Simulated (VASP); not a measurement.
**FeSi: single point with r2SCAN**

FeSi:

```xyz
2
Lattice="2.6133 0.0000 0.0000 0.0000 2.6133 0.0000 0.0000 0.0000 2.6133" Properties=species:S:1:pos:R:3 pbc="T T T"
Fe    0.0000    0.0000    0.0000
Si    1.3066    1.3066    1.3066
```

This cell differs from its parent crystal: volume scaled by 0.880.

```json
{
 "Program": "VASP 6.6.1",
 "Task": "single point",
 "Functional": "r2SCAN",
 "Potentials or basis": "VASP PAW PBE potentials, release 64 (Fe, Si)",
 "Cutoff": "520 eV",
 "k mesh": "18 × 18 × 18",
 "Occupations": "gaussian, width 0.05 eV",
 "Spin": "no spin polarisation"
}
```

```
Pressure               : 47.2 GPa
Band gap on the k mesh : zero (band 6 reaches 14.19 eV, above the bottom of band 7 at 13.71 eV)
```

Levels at points of the mesh, in eV from the Fermi level:
```
           k point  band 4  band 5  band 6  band 7  band 8  band 9
(0.00, 0.00, 0.00)   -1.51   -1.51   -1.51    3.88    3.88    3.88
(0.50, 0.00, 0.00)   -3.45   -3.45   -1.26    0.43    6.37   10.75
(0.50, 0.50, 0.00)   -5.15   -2.85   -2.85   -0.02    3.24    3.32
(0.50, 0.50, 0.50)   -0.18    0.05    0.05    1.23    1.23    1.23
```

Run time: 57 s on 1 thread of Intel(R) Xeon(R) 6975P-C (Granite Rapids), with other jobs on the host, peak memory 0.17 GiB.

Caveat: the PAW data sets were made with another functional, which shifts forces and pressure a little. Spin polarisation is off, so any magnetic state and its effect on volume and gap are missing.
